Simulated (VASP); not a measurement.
A run of VASP 6.6.1 is set up as follows.

Contents of INCAR:

```
PREC     = Accurate       # precision mode
ENCUT    = 520            # plane-wave cutoff, eV
EDIFF    = 1E-6           # SCF threshold, eV
ISMEAR   = -1             # smearing method
SIGMA    = 0.15           # smearing width, eV
LREAL    = Auto         
LASPH    = T              # aspherical terms in the spheres
NELM     = 100            # most SCF steps
ALGO     = Normal         # electronic algorithm
ISIF     = 2              # what is computed and relaxed
LWAVE    = F              # write WAVECAR
LCHARG   = F              # write CHGCAR
GGA      = PE             # functional
IVDW     = 12             # dispersion correction
NBANDS   = 128            # bands
```

KPOINTS

```
Automatic mesh
0
Gamma
  2 2 2
```

Contents of POSCAR:

```
LiGe16
1.0
    0.0000000000      5.6600000000      5.6600000000
    5.6600000000      0.0000000000      5.6600000000
    5.6600000000      5.6600000000      0.0000000000
Ge Li
16 1
Direct
   -0.0113427562     -0.0593992933     -0.0621554770
    0.1043286219      0.0902473498      0.0938692580
    0.0260777385      0.0167844523      0.5152120141
    0.1819169611      0.1428710247      0.6161749117
    0.0313162544      0.4427296820      0.0492137809
    0.1558657244      0.5970848057      0.1525088339
    0.0053533569      0.5292226148      0.5002296820
    0.0453710247      0.6804063604      0.7018374558
    0.4881183746     -0.0103975265      0.0291254417
    0.6515812721      0.1645141343      0.0726060071
    0.5622173145      0.0210159011      0.4436307420
    0.6482508834      0.0948233216      0.6496643110
    0.5065282686      0.5518462898     -0.0553798587
    0.5834540636      0.6205035336      0.1857155477
    0.4157067138      0.4492932862      0.5430742049
    0.6156978799      0.6685247350      0.5571643110
    0.7759452297      0.3883480565      0.4347791519
```

Potentials or basis: VASP PAW PBE potentials, release 64 (Ge_d, Li_sv).

Launch:

```console
$ cat potpaw_PBE.64/Ge_d/POTCAR potpaw_PBE.64/Li_sv/POTCAR > POTCAR
$ mpirun -np 1 vasp_std > vasp.out
```

Problem. Predict the dispersion energy per atom.

Solution. -0.303 eV.

Problem. Estimate the band gap on the k mesh.

Solution. Zero (an odd number of electrons rules out a gap without spin polarisation).

Forces in eV/Å, atoms in the order of the input:
```
Ge  -0.134  0.306  0.043
Ge   0.274  0.926  0.158
Ge  -0.259 -0.884  1.233
Ge   0.129 -0.284  0.817
Ge   0.641 -0.786 -0.478
Ge  -0.913 -1.095  0.375
Ge   1.429  1.029 -1.057
Ge  -1.364  0.612 -1.163
Ge   0.270 -0.407  0.113
Ge   0.350 -0.797 -0.376
Ge   0.673 -0.374  0.042
Ge   0.172  0.292 -0.631
Ge  -0.221  0.995  0.500
Ge  -1.439 -0.275  0.712
Ge   1.016 -0.528 -0.195
Ge  -0.058  0.672 -0.761
Li  -0.565  0.599  0.669
```

Caveat: the k points lie up to 0.48 Å⁻¹ apart, too coarse for converged energies and pressures of a metal; the atoms stand as in a frame of molecular dynamics; an odd number of electrons without spin polarisation forces a metal; a magnetic or distorted state may lie lower.
